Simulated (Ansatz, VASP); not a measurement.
C in VASP and in Ansatz

INCAR

```
  PREC = Accurate
  ENCUT = 520
  EDIFF = 1E-6
  ISMEAR = 0
  SIGMA = 0.05
  LREAL = False
  LASPH = True
  NELM = 60
  ALGO = Normal
  ISIF = 2
  LWAVE = False
  LCHARG = False
  GGA = PE
  NBANDS = 11
```

File KPOINTS:

```
regular mesh
0
Gamma
  12 12 12
```

Contents of POSCAR:

```
C
1.0
    0.0000000000      1.7546304530      1.8423619757
    1.7546304530      0.0000000000      1.8423619757
    1.7546304530      1.7546304530      0.0000000000
C
2
Direct
    0.5000000000      0.5000000000      0.5000000000
    0.7500000000      0.7500000000      0.7500000000
```

Input for Ansatz:

```yaml
crystal:
  lattice:
    - [0.0, 1.754630453, 1.8423619757]
    - [1.754630453, 0.0, 1.8423619757]
    - [1.754630453, 1.754630453, 0.0]
  atoms:
    - { symbol: C, position: [0.5, 0.5, 0.5] }
    - { symbol: C, position: [0.75, 0.75, 0.75] }
basis:
  ecutwfc: 420
kpoints:
  mp_grid: { grid: [12, 12, 12] }
hamiltonian:
  xc: pbe
scf:
  occupations: { method: gaussian, width: 0.05 }
output:
  forces: true
  stress: true
  eigenvalues: true
```

Alike in both runs: task single point; functional PBE; k mesh 12 × 12 × 12; occupations gaussian, width 0.05 eV; no spin polarisation.

|  | VASP | Ansatz |
| --- | --- | --- |
| version | VASP 6.6.1 | Ansatz 0.2.0 |
| potentials or method | VASP PAW PBE potentials, release 64 (C), cutoff 520 eV | scalar-relativistic, plane waves, PAW |
| valence electrons in the cell | 8 | 8 |

|  | VASP | Ansatz | Ansatz less VASP |
| --- | --- | --- | --- |
| gap on the k mesh at the Fermi level (eV) | 3.54 | 3.54 | +0.006 |
| least direct gap on the mesh (eV) | 5.15 | 5.16 | +0.004 |
| pressure (GPa) | 2.5 | 1.8 | -0.67 |
| traceless stress, the component that is largest in VASP (GPa) | -31.75 | -31.76 | -0.016 |
